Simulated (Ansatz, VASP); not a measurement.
# One calculation of VBiO4, two programs

```
Bi V O
1.0
    -3.65150    3.65150    3.29200
     3.65150   -3.65150    3.29200
     3.65150    3.65150   -3.29200
Bi V O
2 2 8
Direct
  0.00000 0.00000 0.00000
  0.75000 0.25000 0.50000
  0.25000 0.75000 0.50000
  0.50000 0.50000 0.00000
  0.66700 0.48900 0.82200
  0.23900 0.91700 0.32200
  0.66700 0.84500 0.17800
  0.59500 0.91700 0.67800
  0.08300 0.40500 0.32200
  0.51100 0.33300 0.17800
  0.08300 0.76100 0.67800
  0.15500 0.33300 0.82200
```

Alike in both runs: task single point; functional PBEsol; k mesh 6 × 6 × 6; occupations fermi-dirac, width 0.05 eV; collinear spin.

|  | VASP | Ansatz |
| --- | --- | --- |
| version | VASP 6.6.1 | Ansatz 0.2.0 |
| potentials or method | VASP PAW PBE potentials, release 64 (Bi_d, V_sv, O) | Ansatz PAW |
| plane-wave cutoff (eV) | 600 | 420 |
| valence electrons in the cell | 104 | 104 |

Ansatz gave:

```
gap on the k mesh at the Fermi level (eV)                     : 2.77
least direct gap on the mesh (eV)                             : 2.77
pressure (GPa)                                                : -1.6
traceless stress, the component that is largest in VASP (GPa) : -2.98
rms of the force components (eV/Å)                            : 0.406
net moment per atom (μB)                                      : 0.00
```

**Question.** Which values does VASP return?

**Answer.** gap on the k mesh at the Fermi level (eV): 2.77; least direct gap on the mesh (eV): 2.77; pressure (GPa): -1.3; traceless stress, the component that is largest in VASP (GPa): -2.77; rms of the force components (eV/Å): 0.471; net moment per atom (μB): 0.00.

VASP's potentials were made for PBE, not for PBEsol. Atom by atom the forces differ by 0.065 eV/Å (rms over components).

Spin-orbit coupling is off throughout.
